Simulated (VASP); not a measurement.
# Ba2BiSb2 (Immm) in VASP: single point with PBE

Aim: the single point of Ba2BiSb2 with PBE.

All numbers are computed with VASP 6.6.1; they aren't measurements. Logs are shortened: lines on timing, memory, paths and dates and some standing lists are left out, and cuts for length are marked.

## Step 1: The cell of the first run

It takes space group Immm (No. 71, orthorhombic). Conventional cell: a = 4.782 Å, b = 7.655 Å, c = 9.858 Å, α = 90.00°, β = 90.00°, γ = 90.00°. Within 4.5 Å of Bi (site symmetry mmm) lie 4 Sb at 3.31 Å and 8 Ba at 3.65 to 4.40 Å. Within 4.8 Å of Ba (site symmetry mm2) lie 6 Sb at 3.58 Å and 4 Bi at 3.65 to 4.40 Å and 7 Ba at 4.34 to 4.78 Å. Sb (site symmetry m2m) has 1 Sb at 3.09 Å and 2 Bi at 3.31 Å and 6 Ba at 3.58 Å within 4.1 Å.

## Step 2: Single point, PBE

INCAR

```
SYSTEM = Ba2BiSb2
PREC = Accurate
ENCUT = 520
EDIFF = 1E-6
ISMEAR = -1
SIGMA = 0.1
LREAL = .False.
LASPH = .True.
NELM = 80
ALGO = Normal
ISIF = 2
LWAVE = .False.
LCHARG = .False.
GGA = PE
NBANDS = 30
```

KPOINTS

```
Automatic mesh
0
Gamma
  8 8 8
  0 0 0
```

POSCAR

```
Ba2BiSb2
1.0
   -2.3911990000      3.8277310000      4.9291780000
    4.7823980000      0.0000000000      0.0000000000
    2.3911990000      3.8277310000     -4.9291780000
Bi Ba Sb
1 2 2
Direct
    0.0000000000      0.0000000000      0.0000000000
    0.7202100000      0.2202100000      0.2797900000
    0.2797900000      0.7797900000      0.7202100000
    0.7016000000      0.5000000000      0.7016000000
    0.2984000000      0.5000000000      0.2984000000
```

Potentials or basis: VASP PAW PBE potentials, release 64 (Bi_d, Ba_sv, Sb).

On the command line:

```bash
$ cat potpaw_PBE.64/Bi_d/POTCAR potpaw_PBE.64/Ba_sv/POTCAR potpaw_PBE.64/Sb/POTCAR > POTCAR
$ mpirun -np 1 vasp_std > vasp.out
```

OUTCAR:

```text
SYSTEM = Ba2BiSb2
   PREC = Accurate
   ENCUT = 520
   EDIFF = 1E-6
   ISMEAR = -1
   LREAL = .False.
   LASPH = .True.
   NELM = 80
   ISIF = 2
   GGA = PE

 ion  position               nearest neighbor table
   1  0.000  0.000  0.000-   4 3.31   5 3.31   4 3.31   5 3.31   2 3.65   2 3.65   3 3.65   3 3.65

   2  0.720  0.220  0.280-   4 3.58   5 3.58   4 3.58   5 3.58   5 3.58   4 3.58   1 3.65   1 3.65
                             3 4.34   3 4.55   3 4.55   3 4.55   3 4.55
   3  0.280  0.780  0.720-   4 3.58   5 3.58   4 3.58   5 3.58   5 3.58   4 3.58   1 3.65   1 3.65
                             2 4.34   2 4.55   2 4.55   2 4.55   2 4.55
   4  0.702  0.500  0.702-   5 3.09   1 3.31   1 3.31   3 3.58   2 3.58   2 3.58   3 3.58   3 3.58
                             2 3.58
   5  0.298  0.500  0.298-   4 3.09   1 3.31   1 3.31   3 3.58   2 3.58   2 3.58   3 3.58   3 3.58
                             2 3.58

  LATTYP: Found a body centered orthorhombic cell.
 ALAT       =     4.7823980000
 B/A-ratio  =     1.6007580298
 C/A-ratio  =     2.0613834315

  Lattice vectors:

 A1 = (  -2.3911990000,   3.8277310000,   4.9291780000)
 A2 = (   2.3911990000,  -3.8277310000,   4.9291780000)
 A3 = (   2.3911990000,   3.8277310000,  -4.9291780000)

Analysis of symmetry for initial positions (statically):
=====================================================================
 Subroutine PRICEL returns:
 Original cell was already a primitive cell.

 Routine SETGRP: Setting up the symmetry group for a
 body centered orthorhombic supercell.

 Subroutine GETGRP returns: Found  8 space group operations
 (whereof  8 operations were pure point group operations)
 out of a pool of  8 trial point group operations.

The static configuration has the point symmetry D_2h.

Analysis of symmetry for dynamics (positions and initial velocities):
=====================================================================
 Subroutine PRICEL returns:
 Original cell was already a primitive cell.

 Routine SETGRP: Setting up the symmetry group for a
 body centered orthorhombic supercell.

 Subroutine GETGRP returns: Found  8 space group operations
 (whereof  8 operations were pure point group operations)
 out of a pool of  8 trial point group operations.

The dynamic configuration has the point symmetry D_2h.

 Subroutine INISYM returns: Found  8 space group operations
 (whereof  8 operations are pure point group operations),
 and found     1 'primitive' translations

----------------------------------------------------------------------------------------

                                     Primitive cell

  volume of cell :     180.4644

  direct lattice vectors                    reciprocal lattice vectors
    -2.391199000  3.827731000  4.929178000     0.000000000  0.130625689  0.101436791
     4.782398000  0.000000000  0.000000000     0.209100121  0.000000000  0.101436791
     2.391199000  3.827731000 -4.929178000     0.000000000  0.130625689 -0.101436791

  length of vectors
     6.683274124  4.782398000  6.683274124     0.165385892  0.232405428  0.165385892

  position of ions in fractional coordinates (direct lattice)
     0.000000000  0.000000000  0.000000000
     0.720210000  0.220210000  0.279790000
     0.279790000  0.779790000  0.720210000
     0.701600000  0.500000000  0.701600000
     0.298400000  0.500000000  0.298400000

  ion indices of the primitive-cell ions
   primitive index   ion index
                 1           1
                 2           2
                 3           3
                 4           4
                 5           5

----------------------------------------------------------------------------------------

 KPOINTS: Automatic mesh

Automatic generation of k-mesh.
 Grid dimensions read from file:
 generate k-points for:    8    8    8

 Generating k-lattice:

  Cartesian coordinates                     Fractional coordinates (reciprocal lattice)
     0.000000000  0.016328211  0.012679599     0.125000000  0.000000000  0.000000000
     0.026137515  0.000000000  0.012679599    -0.000000000  0.125000000  0.000000000
     0.000000000  0.016328211 -0.012679599     0.000000000  0.000000000  0.125000000

  Length of vectors
     0.020673237  0.029050679  0.020673237

  Shift w.r.t. Gamma in fractional coordinates (k-lattice)
     0.000000000  0.000000000  0.000000000

 Subroutine IBZKPT returns following result:
 ===========================================

 Found     95 irreducible k-points:

 Following reciprocal coordinates:
            Coordinates               Weight
  0.000000  0.000000  0.000000      1.000000
  0.125000  0.000000  0.000000      4.000000
  0.250000  0.000000  0.000000      4.000000
  0.375000  0.000000 -0.000000      4.000000
  0.500000  0.000000  0.000000      2.000000
  0.000000  0.125000 -0.000000      4.000000
[... 16 lines left out ...]
  0.125000  0.375000 -0.000000      8.000000
  0.250000  0.375000 -0.000000      8.000000
 [... further k-points ...]
   k-points           NKPTS =     95   k-points in BZ     NKDIM =     95   number of bands    NBANDS=     30
   number of dos      NEDOS =    301   number of ions     NIONS =      5
   total plane-waves  NPLWV =  90000
   dimension x,y,z NGX =    50 NGY =   36 NGZ =   50
   dimension x,y,z NGXF=   100 NGYF=   72 NGZF=  100
   ions per type =               1   2   2
   NGX,Y,Z   is equivalent  to a cutoff of  12.44, 12.51, 12.44 a.u.
   NGXF,Y,Z  is equivalent  to a cutoff of  24.87, 25.03, 24.87 a.u.
 SYSTEM =  Ba2BiSb2
   PREC   = accura    normal or accurate (medium, high low for compatibility)
   ISTART =      0    job   : 0-new  1-cont  2-samecut
   ICHARG =      2    charge: 1-file 2-atom 10-const
   ISPIN  =      1    spin polarized calculation?
   LNONCOLLINEAR =      F non collinear calculations
   LSORBIT =      F    spin-orbit coupling
   LASPH  =      T    aspherical Exc in radial PAW
   ENCUT  =  520.0 eV  38.22 Ry    6.18 a.u.  12.43  8.89 12.43*2*pi/ulx,y,z
   NELM   =     80;   NELMIN=  2; NELMDL= -5     # of ELM steps
   EDIFF  = 0.1E-05   stopping-criterion for ELM
   LREAL  =      F    real-space projection
   EDIFFG = 0.1E-04   stopping-criterion for IOM
   NSW    =      0    number of steps for IOM
   IBRION =     -1    ionic relax: 0-MD 1-quasi-New 2-CG
   NFREE  =      0    steps in history (QN), initial steepest desc. (CG)
   ISIF   =      2    stress and relaxation
   ISYM   =      2    0-nonsym 1-usesym 2-fastsym
   POTIM  = 0.5000    time-step for ionic-motion
   TEBEG  =    0.0;   TEEND  =   0.0 temperature during run
   PSTRESS=    0.0 pullay stress
   NELECT =      45.0000    total number of electrons
   NUPDOWN=      -1.0000    fix difference up-down
   EMIN   =  10.00;   EMAX   =-10.00  energy-range for DOS
   EFERMI =   0.00;   METHOD = LEGACY
   ISMEAR =    -1;   SIGMA  =   0.10  broadening in eV -4-tet -1-fermi 0-gaus
   EFERMI_NEDOS =   21; number of points for ismear=-14 and -15
   IALGO  =     38    algorithm
   IMIX   =      4    mixing-type and parameters
     AMIX     =   0.40;   BMIX     =  1.00
     AMIX_MAG =   1.60;   BMIX_MAG =  1.00
  volume/ion in A,a.u.               =      36.09       243.57
  Fermi-wavevector in a.u.,A,eV,Ry     =   1.030422  1.947215 14.446251  1.061770
  Thomas-Fermi vector in A             =   2.164519
   LORBIT       =      0    0 simple, 1 ext, 2 COOP (PROOUT), +10 PAW based schemes
   GGA     = PE    functional components
   LHFCALC =     F    Hartree Fock is set to
   AEXX    =    0.0000 exact exchange contribution
   IVDW    =     0    specifies the selected vdW correction
   LEPSILON=     F    determine dielectric tensor
   LRPA    =     F    only Hartree local field effects (RPA)
 non-spin polarized calculation
  energy-cutoff  :      520.00
  volume of cell :      180.46
 maximum number of plane-waves:      4893
 NGX is ok and might be reduce to    50
   NGX = 25   NGY = 17   NGZ = 25

 number of electron      44.9999997 magnetization

 Free energy of the ion-electron system (eV)
  ---------------------------------------------------
  ext. energy  EPLUGINS =         0.00000000
  ---------------------------------------------------
  free energy    TOTEN  =       -20.13767272 eV

  energy without entropy =      -20.06909073  energy(sigma->0) =      -20.10338173

 E-fermi :   4.8385     XC(G=0):  -9.1421

 val. band max:        4.8285800212   @ k =   0.5000  -0.2500   0.1250
 cond. band min:       4.8412556677   @ k =   0.2500  -0.1250   0.1250
 fundamental gap:      0.0126756465
 Fermi energy:         4.8385243540

 k-point     1 :       0.0000    0.0000    0.0000
  band No.  band energies     occupation
      1     -23.0834      2.00000
      2     -23.0470      2.00000
      3     -17.7888      2.00000
      4     -17.7855      2.00000
      5     -17.6506      2.00000
      6     -17.6469      2.00000
[... 22 lines left out ...]
     29       8.3671      0.00000
     30       8.9125      0.00000

 k-point     2 :       0.1250    0.0000    0.0000
  band No.  band energies     occupation
      1     -23.0821      2.00000
      2     -23.0483      2.00000
      3     -17.7887      2.00000
      4     -17.7855      2.00000
      5     -17.6506      2.00000
      6     -17.6469      2.00000
[... 22 lines left out ...]
     29       8.4219      0.00000
     30       9.0150      0.00000

 k-point     3 :       0.2500    0.0000    0.0000
  band No.  band energies     occupation
      1     -23.0785      2.00000
      2     -23.0518      2.00000
      3     -17.7887      2.00000
      4     -17.7855      2.00000
      5     -17.6506      2.00000
      6     -17.6468      2.00000
[... 22 lines left out ...]
     29       8.2419      0.00000
     30       8.8928      0.00000

 k-point     4 :       0.3750    0.0000   -0.0000
  band No.  band energies     occupation
      1     -23.0735      2.00000
      2     -23.0566      2.00000
      3     -17.7886      2.00000
      4     -17.7855      2.00000
      5     -17.6506      2.00000
      6     -17.6468      2.00000
[... 22 lines left out ...]
     29       7.9577      0.00000
     30       8.7877      0.00000

 k-point     5 :       0.5000    0.0000    0.0000
  band No.  band energies     occupation
      1     -23.0702      2.00000
      2     -23.0599      2.00000
      3     -17.7885      2.00000
      4     -17.7855      2.00000
      5     -17.6506      2.00000
      6     -17.6468      2.00000
[... 22 lines left out ...]
     29       8.2247      0.00000
     30       8.5768      0.00000
[... 526 lines left out ...]
     29       8.5098      0.00000
     30       8.6163      0.00000

 k-point    22 :       0.0000    0.3750    0.0000
  band No.  band energies     occupation
      1     -23.0677      2.00000
      2     -23.0510      2.00000
      3     -17.7885      2.00000
      4     -17.7853      2.00000
      5     -17.6509      2.00000
      6     -17.6466      2.00000
[... 22 lines left out ...]
     29       8.3520      0.00000
     30       8.8357      0.00000

 k-point    23 :       0.1250    0.3750   -0.0000
  band No.  band energies     occupation
      1     -23.0661      2.00000
      2     -23.0525      2.00000
      3     -17.7885      2.00000
      4     -17.7853      2.00000
      5     -17.6509      2.00000
      6     -17.6466      2.00000
[... 22 lines left out ...]
     29       8.4148      0.00000
     30       8.4412      0.00000

 k-point    24 :       0.2500    0.3750   -0.0000
  band No.  band energies     occupation
      1     -23.0643      2.00000
      2     -23.0543      2.00000
      3     -17.7885      2.00000
      4     -17.7852      2.00000
      5     -17.6509      2.00000
      6     -17.6466      2.00000
[... 22 lines left out ...]
     29       8.2390      0.00000
     30       8.8928      0.00000

 [... further k-points ...]

------------------------ aborting loop because EDIFF is reached ----------------------------------------

  FORCE on cell =-STRESS in cart. coord.  units (eV):
  Direction    XX          YY          ZZ          XY          YZ          ZX
  --------------------------------------------------------------------------------------
  -------------------------------------------------------------------------------------
  Total        1.8604266      1.1653590      2.9250854      0.0000000      0.0000000      0.0000000
  in kB       16.5170125     10.3461479     25.9691363      0.0000000      0.0000000      0.0000000
  external PRESSURE =      17.6107656 kB  Pullay stress =       0.0000000 kB

 VOLUME and BASIS-vectors are now :
 -----------------------------------------------------------------------------
  energy-cutoff  :      520.00
  volume of cell :      180.46
      direct lattice vectors                 reciprocal lattice vectors
    -2.391199000  3.827731000  4.929178000     0.000000000  0.130625689  0.101436791
     4.782398000  0.000000000  0.000000000     0.209100121  0.000000000  0.101436791
     2.391199000  3.827731000 -4.929178000     0.000000000  0.130625689 -0.101436791

 POSITION                                       TOTAL-FORCE (eV/Angst)
 -----------------------------------------------------------------------------------
      0.00000      0.00000      0.00000         0.000000      0.000000     -0.000000
      0.00000      3.82773      2.17091         0.000000      0.000000     -0.033922
      4.78240      3.82773     -2.17091        -0.000000      0.000000      0.033922
      2.39120      5.37107      0.00000         0.000000      0.072768     -0.000000
      2.39120      2.28439      0.00000         0.000000     -0.072768     -0.000000
 -----------------------------------------------------------------------------------
    total drift:                                0.000000      0.000000      0.000000

  FREE ENERGIE OF THE ION-ELECTRON SYSTEM (eV)
  ---------------------------------------------------
  free  energy   TOTEN  =       -20.1376727226 eV

  energy  without entropy=      -20.0690907275  energy(sigma->0) =      -20.10338173
```

It took 8.2 min on 1 thread of Intel Xeon Platinum 8259CL at 2.50GHz (Skylake/Cascade Lake), shared host; peak memory 0.66 GiB.

Results:

```yaml
Free_energy: -20.1377 eV
Pressure: 1.8 GPa
Largest_force: 0.073 eV/Å
Band_gap_on_the_k_mesh: zero (an odd number of electrons rules out a gap without spin polarisation)
```

Forces in eV/Å, atoms in the order of the input:
```
Bi   0.000  0.000  0.000
Ba   0.000  0.000 -0.034
Ba   0.000  0.000  0.034
Sb   0.000  0.073  0.000
Sb   0.000 -0.073  0.000
```

Caveat: spin-orbit coupling is left out, which moves the levels of the heavy elements.
